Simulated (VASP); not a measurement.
# Fe (Im-3m) in VASP: a series of runs, part 2 of 2

VASP 6.6.1. The steps go on from the part before.

## Step 3: Single point, BLYP, collinear spin, ferromagnetic start (12.81 Å³/atom)

This run uses another cell than the first one, of 12.81 Å³/atom.

File INCAR:

```
SYSTEM = Fe
AGGAC = 1.0 ; AGGAX = 1.0
ALDAC = 0.0 ; ALDAX = 1.0
ALGO = Normal ; EDIFF = 1E-6
ENCUT = 600 ; GGA = B5
GGA_COMPAT = .FALSE. ; ISIF = 2
ISMEAR = -1 ; ISPIN = 2
LASPH = .TRUE. ; LCHARG = .FALSE.
LMAXMIX = 4 ; LORBIT = 11
LREAL = .FALSE. ; LWAVE = .FALSE.
MAGMOM = -2.199 -2.199 ; NBANDS = 19
NELM = 200 ; PREC = Accurate
SIGMA = 0.05
```

File KPOINTS:

```
k-points
0
G
  18 18 18
  0 0 0
```

File POSCAR:

```
Fe
1.0
    2.9482581891      0.0000000000      0.0000000000
    0.0000000000      2.9482581891      0.0000000000
    0.0000000000      0.0000000000      2.9482581891
Fe
2
Direct
    0.0000000000      0.0000000000      0.0000000000
    0.5000000000      0.5000000000      0.5000000000
```

Potentials or basis: VASP PAW PBE potentials, release 64 (Fe).

Run with:

```bash
> cat potpaw_PBE.64/Fe/POTCAR > POTCAR
> mpirun -np 1 vasp_std > vasp.out
```

OUTCAR:

```text
SYSTEM = Fe
   EDIFF = 1E-6
   ENCUT = 600
   GGA = B5
   ISIF = 2
   ISMEAR = -1
   ISPIN = 2
   LASPH = .TRUE.
   LORBIT = 11
   LREAL = .FALSE.
   NELM = 200
   PREC = Accurate

 ion  position               nearest neighbor table
   1  0.000  0.000  0.000-   2 2.55   2 2.55   2 2.55   2 2.55   2 2.55   2 2.55   2 2.55   2 2.55

   2  0.500  0.500  0.500-   1 2.55   1 2.55   1 2.55   1 2.55   1 2.55   1 2.55   1 2.55   1 2.55

  LATTYP: Found a simple cubic cell.
 ALAT       =     2.9482581891

  Lattice vectors:

 A1 = (   2.9482581891,   0.0000000000,   0.0000000000)
 A2 = (   0.0000000000,   2.9482581891,   0.0000000000)
 A3 = (   0.0000000000,   0.0000000000,   2.9482581891)

Analysis of symmetry for initial positions (statically):
=====================================================================
 Subroutine PRICEL returns following result:

  LATTYP: Found a body centered cubic cell.
 ALAT       =     2.9482581891
[... 12 lines left out ...]
 Subroutine GETGRP returns: Found 48 space group operations
 (whereof 48 operations were pure point group operations)
 out of a pool of 48 trial point group operations.

The static configuration has the point symmetry O_h .

Analysis of symmetry for dynamics (positions and initial velocities):
[... 739 lines left out ...]
      6       3.0215      1.00000
[... 517 lines left out ...]
     18      24.6988      0.00000
     19      24.8100      0.00000

 [... further k-points ...]
[... 5 lines left out ...]
  --------------------------------------------------------------------------------------
  -------------------------------------------------------------------------------------
  Total       -1.4694923     -1.4694923     -1.4694923      0.0000000      0.0000000      0.0000000
  in kB      -91.8716133    -91.8716133    -91.8716133      0.0000000      0.0000000      0.0000000
  external PRESSURE =     -91.8716133 kB  Pullay stress =       0.0000000 kB

 VOLUME and BASIS-vectors are now :
 -----------------------------------------------------------------------------
  energy-cutoff  :      600.00
  volume of cell :       25.63
      direct lattice vectors                 reciprocal lattice vectors
     2.948258189  0.000000000  0.000000000     0.339183320  0.000000000  0.000000000
     0.000000000  2.948258189  0.000000000     0.000000000  0.339183320  0.000000000
     0.000000000  0.000000000  2.948258189     0.000000000  0.000000000  0.339183320

 POSITION                                       TOTAL-FORCE (eV/Angst)
 -----------------------------------------------------------------------------------
      0.00000      0.00000      0.00000        -0.000000     -0.000000     -0.000000
      1.47413      1.47413      1.47413         0.000000      0.000000      0.000000
 -----------------------------------------------------------------------------------
    total drift:                                0.000000      0.000000     -0.000000

  FREE ENERGIE OF THE ION-ELECTRON SYSTEM (eV)
  ---------------------------------------------------
  free  energy   TOTEN  =       -14.3090270883 eV

  energy  without entropy=      -14.2898438287  energy(sigma->0) =      -14.29943546

 total charge

# of ion       s       p       d       tot
------------------------------------------
    1        0.442   0.424   6.232   7.097
    2        0.442   0.424   6.232   7.097
--------------------------------------------------
tot          0.884   0.847  12.464  14.195

 magnetization (x)

# of ion       s       p       d       tot
------------------------------------------
    1        0.016   0.047  -2.483  -2.420
    2        0.016   0.047  -2.483  -2.420
--------------------------------------------------
tot          0.032   0.094  -4.966  -4.840
```

OSZICAR:

```text
N       E                     dE             d eps       ncg     rms          rms(c)
DAV:   1     0.855584898325E+02    0.85558E+02   -0.78241E+03 17632   0.115E+03
DAV:   2    -0.122322333888E+02   -0.97791E+02   -0.86473E+02 16789   0.209E+02
DAV:   3    -0.160503780818E+02   -0.38181E+01   -0.36351E+01 18365   0.534E+01
DAV:   4    -0.160844154846E+02   -0.34037E-01   -0.34018E-01 18713   0.466E+00
DAV:   5    -0.160848145715E+02   -0.39909E-03   -0.39908E-03 18783   0.471E-01    0.139E+01
DAV:   6    -0.146054613257E+02    0.14794E+01   -0.82129E+00 18248   0.557E+01    0.101E+01
DAV:   7    -0.143193861811E+02    0.28608E+00   -0.11439E+00 18628   0.192E+01    0.469E+00
DAV:   8    -0.143177729697E+02    0.16132E-02   -0.21501E-02 19972   0.121E+00    0.186E+00
DAV:   9    -0.143092492347E+02    0.85237E-02   -0.70675E-03 23225   0.764E-01    0.622E-01
DAV:  10    -0.143088124878E+02    0.43675E-03   -0.96865E-04 18069   0.337E-01    0.171E-01
DAV:  11    -0.143090293090E+02   -0.21682E-03   -0.23488E-04 20650   0.220E-01    0.116E-01
DAV:  12    -0.143090247714E+02    0.45376E-05   -0.43746E-05 18523   0.636E-02    0.219E-02
DAV:  13    -0.143090264108E+02   -0.16394E-05   -0.20092E-06 16432   0.116E-02    0.869E-03
DAV:  14    -0.143090270883E+02   -0.67751E-06   -0.96793E-07 14977   0.807E-03
   1 F= -.14309027E+02 E0= -.14299435E+02  d E =-.191833E-01  mag=    -4.8212
```

stdout:

```text
POSCAR found type information on POSCAR Fe
 POSCAR found :  1 types and       2 ions
 scaLAPACK will be used
 -----------------------------------------------------------------------------
|                                                                             |
|                                                                             |
|     You enforced a specific xc type in the INCAR file but a different       |
|     I HOPE YOU KNOW WHAT YOU ARE DOING!                                     |
|                                                                             |
 -----------------------------------------------------------------------------

 LDA part: xc-table for (Slater(with rela. corr.)+VWN5), standard interpolation
 POSCAR, INCAR and KPOINTS ok, starting setup
 FFT: planning ... GRIDC
 FFT: planning ... GRID_SOFT
 FFT: planning ... GRID
 WAVECAR not read
 entering main loop
```

Wall time 3.7 min (1 thread of Oxide Virtual Turin-like, shared host); peak memory 0.25 GiB.

Results:

```
Free energy                                           : -14.3090 eV
Pressure                                              : -9.2 GPa
Net moment                                            : -4.82 μB per cell
Site moments                                          : Fe -2.42 μB
Valence electrons inside the program's atomic spheres : Fe 7.10
```

Caveat: the cell stands under tension; the PAW data sets were made with another functional, which shifts forces and pressure a little.
